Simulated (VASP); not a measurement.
# WC (Qusongite): single point with LDA

Crystal: WC (Qusongite).

```
W C
1.0
     2.90650    0.00000    0.00000
    -1.45325    2.51710    0.00000
     0.00000    0.00000    2.83660
W C
1 1
Direct
  0.00000 0.00000 0.00000
  0.66667 0.33333 0.50000
```

```yaml
Program: VASP 6.6.1
Task: single point
Functional: LDA
Potentials_or_basis: VASP PAW LDA potentials, release 64 (W_sv, C)
Cutoff: 600 eV
k_mesh: 9 × 9 × 8
Occupations: fermi-dirac, width 0.1 eV
Spin: no spin polarisation
```

```yaml
Pressure: -7.4 GPa
Band_gap_on_the_k_mesh: zero (band 9 reaches 11.58 eV, above the bottom of band 10 at 10.37 eV)
```

Stress tensor (GPa, compression positive):
```
-6.60  0.00  0.00
 0.00 -6.60  0.00
 0.00  0.00 -9.00
```

Levels at points of the mesh, in eV from the Fermi level:
| k point | band 5 | band 6 | band 7 | band 8 | band 9 | band 10 | band 11 | band 12 | band 13 | band 14 |
| --- | --- | --- | --- | --- | --- | --- | --- | --- | --- | --- |
| (0.00, 0.00, 0.00) | -14.32 | -4.36 | -3.37 | -3.37 | 0.08 | 3.14 | 3.14 | 5.56 | 5.56 | 6.47 |
| (0.00, 0.00, 0.50) | -10.23 | -8.64 | -2.07 | -2.07 | -0.65 | -0.65 | 3.61 | 4.45 | 4.45 | 9.93 |

It took 25 s on 1 thread of Intel Xeon 8259CL, on a shared host, peak memory 0.15 GiB.

Caveat: spin-orbit coupling is left out, which moves the levels of the heavy elements.
